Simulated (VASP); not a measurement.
Here is a VASP 6.6.1 calculation.

File INCAR:

```
SYSTEM = LiBr
PREC = Accurate ; ENCUT = 750
EDIFF = 1E-6 ; ISMEAR = 0
SIGMA = 0.02 ; LREAL = .FALSE.
LASPH = .TRUE. ; NELM = 120
ALGO = Normal ; ISIF = 2
LWAVE = .FALSE. ; LCHARG = .FALSE.
GGA = PE ; NBANDS = 12
GGA_COMPAT = .FALSE.
```

The input KPOINTS:

```
regular mesh
0
G
  8 8 8
  0 0 0
```

POSCAR

```
LiBr
1.0
    0.0000000000      2.8094452277      2.8094452277
    2.8094452277      0.0000000000      2.8094452277
    2.8094452277      2.8094452277      0.0000000000
Li Br
1 1
Direct
    0.0000000000      0.0000000000      0.0000000000
    0.5000000000      0.5000000000      0.5000000000
```

Potentials or basis: VASP PAW PBE potentials, release 64 (Li_sv, Br).

Launch:

```sh
$ cat potpaw_PBE.64/Li_sv/POTCAR potpaw_PBE.64/Br/POTCAR > POTCAR
$ mpirun -np 1 vasp_std > vasp.out
```

(1) Predict the band gap on the k mesh.

(2) Predict the pressure.

Answers

(1) 4.68 eV, direct.

(2) -1.4 GPa.
